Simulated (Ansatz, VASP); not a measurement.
**Ba in VASP and in Ansatz**

```xyz
1
Lattice="0.0000 2.8801 4.0725 2.8801 0.0000 4.0725 2.8801 2.8801 0.0000" Properties=species:S:1:pos:R:3 pbc="T T T"
Ba    0.0000    0.0000    0.0000
```

Alike in both runs: task single point; functional PBEsol; k mesh 14 × 14 × 14; occupations gaussian, width 0.15 eV; no spin polarisation.

|  | VASP | Ansatz |
| --- | --- | --- |
| version | VASP 6.6.1 | Ansatz 0.2.0 |
| potentials or method | VASP PAW PBE potentials, release 64 (Ba_sv), cutoff 520 eV | scalar-relativistic, plane waves, PAW |
| valence electrons in the cell | 10 | 10 |

|  | VASP | Ansatz | Ansatz less VASP |
| --- | --- | --- | --- |
| gap on the k mesh at the Fermi level (eV) | none | none | - |
| pressure (GPa) | -0.9 | -0.9 | -0.05 |
| traceless stress, the component that is largest in VASP (GPa) | -2.10 | -2.08 | +0.023 |

VASP's potentials were made for PBE, not for PBEsol. A gap of «none» marks a metal or a gap that the smearing closes.

Neither program's run includes spin-orbit coupling.
